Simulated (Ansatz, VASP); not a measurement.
## MgS in VASP and in Ansatz

Contents of INCAR:

```
PREC = Accurate
ENCUT = 520
EDIFF = 1E-6
ISMEAR = -1
SIGMA = 0.02
LREAL = False
LASPH = True
NELM = 60
ALGO = Normal
ISIF = 2
LWAVE = False
LCHARG = True
GGA = PE
LELF = True
LVHAR = True
NBANDS = 11
```

KPOINTS

```
regular mesh
0
Gamma
  8 8 8
```

Contents of POSCAR:

```
MgS
1.0
   -0.0141543842      2.8308768404      2.8308768404
    2.8308768404     -0.0141543842      2.8308768404
    2.8167224562      2.8167224562      0.0000000000
Mg S
1 1
Direct
   -0.0009195632     -0.0009195632      0.0009195632
    0.2509195632      0.2509195632      0.2490804368
```

Input for Ansatz:

```yaml
crystal:
  lattice:
    - [-0.0141543842, 2.8308768404, 2.8308768404]
    - [2.8308768404, -0.0141543842, 2.8308768404]
    - [2.8167224562, 2.8167224562, 0.0]
  atoms:
    - { symbol: Mg, position: [-0.0009195632, -0.0009195632, 0.0009195632] }
    - { symbol: S, position: [0.2509195632, 0.2509195632, 0.2490804368] }
kpoints:
  mp_grid: { grid: [8, 8, 8] }
  band_path:
    path:
      - [0.0, 0.0, 0.0]
      - [-0.5, -0.5, 0.0]
      - [-0.375, -0.375, 0.25]
      - [-0.375, 0.0, 0.375]
      - [0.0, 0.0, 0.5]
      - [-0.5, -0.25, 0.25]
    npoints: 1
hamiltonian:
  xc: pbe
scf:
  occupations: { method: fermi_dirac, width: 0.02 }
  n_extra_bands: 4
output:
  forces: true
  stress: true
  eigenvalues: true
```

Change from the starting cell: shear_xy strain -1.0%.

Alike in both runs: task single point; functional PBE; k mesh 8 × 8 × 8; occupations fermi-dirac, width 0.02 eV; no spin polarisation.

|  | VASP | Ansatz |
| --- | --- | --- |
| version | VASP 6.6.1 | Ansatz 0.2.0 |
| potentials or method | VASP PAW PBE potentials, release 64 (Mg, S) | plane waves, PAW |
| plane-wave cutoff (eV) | 520 | 420 |
| valence electrons in the cell | 8 | 16 |

Ansatz gave:

| Item | Value |
| --- | --- |
| gap on the k mesh at the Fermi level (eV) | 3.44 |
| pressure (GPa) | 1.1 |
| traceless stress, the component that is largest in VASP (GPa) | 0.30 |

Question: What did VASP give for the same quantities?

Answer: gap on the k mesh at the Fermi level (eV): 3.43; pressure (GPa): 0.9; traceless stress, the component that is largest in VASP (GPa): 0.31.

VASP's potentials hold 8 valence electrons a cell and Ansatz's 16, so a difference there can come from the potentials and not from the codes.
